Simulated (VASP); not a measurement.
Runs of VASP 6.6.1 on CsH. The structure is that of space group Fm-3m (No. 225), or close to it. The cells are those of the table. 

```tsv
cell	gap on the mesh (eV)	pressure (GPa)
a = 4.558 Å, angles 60.0°, 2 atoms	2.93	-0.3
a = 4.602 Å, angles 60.0°, 2 atoms	2.95	(b)
a = 4.513 Å, angles 60.0°, 2 atoms	2.90	0.0
a = 4.422 Å, angles 60.0°, 2 atoms	(c)	(a)
```

Alike in all rows: task electric field gradients; level r2SCAN; potentials or basis VASP PAW PBE potentials, release 64 (Cs_sv, H); no spin polarisation; k mesh 7 × 7 × 7; cutoff (eV) 520; smearing fermi-dirac 0.02 eV.

Problem. Estimate the missing entries.

Solution. (a) 0.7; (b) -0.5; (c) 2.84.

Caveats: the PAW data sets were made with another functional, which shifts forces and pressure a little; spin-orbit coupling is left out, which moves the levels of the heavy elements.

A k mesh can miss the band edges, and the runs leave out spin-orbit coupling on Cs.
